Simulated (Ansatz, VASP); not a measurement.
Two plane-wave programs on Ru2W

```
CELL_PARAMETERS angstrom
2.75040 0.00000 0.00000
-1.37520 2.38192 0.00000
0.00000 0.00000 7.32755
ATOMIC_POSITIONS crystal
Ru 0.00000 0.00000 0.67524
Ru 0.00000 0.00000 0.32476
W 0.00000 0.00000 0.00000
```

Alike in both runs: task relaxation of cell and atoms; functional PBE; k mesh 18 × 18 × 6; occupations gaussian, width 0.1 eV; no spin polarisation.

|  | VASP | Ansatz |
| --- | --- | --- |
| version | VASP 6.6.1 | Ansatz 0.2.0 |
| potentials or method | VASP PAW PBE potentials, release 64 (Ru_pv, W_sv), cutoff 600 eV | scalar-relativistic, plane waves, PAW |
| valence electrons in the cell | 42 | 46 |

|  | VASP | Ansatz | Ansatz less VASP |
| --- | --- | --- | --- |
| gap on the k mesh at the Fermi level, each at its own relaxed structure (eV) | none | none | - |
| relaxed volume (Å³/atom) | 16.02 | 16.00 | -0.019 |
| relaxed length of the cell vector where the two differ most in proportion (Å) | 7.300 | 7.286 | -0.0143 |

A gap of «none» marks a metal or a gap that the smearing closes. VASP's potentials hold 42 valence electrons a cell and Ansatz's 46, so a difference there can come from the potentials and not from the codes.

Spin-orbit coupling is off throughout. Noted on VASP's run: too few bands were computed for a metal, which touches its energy and stress.
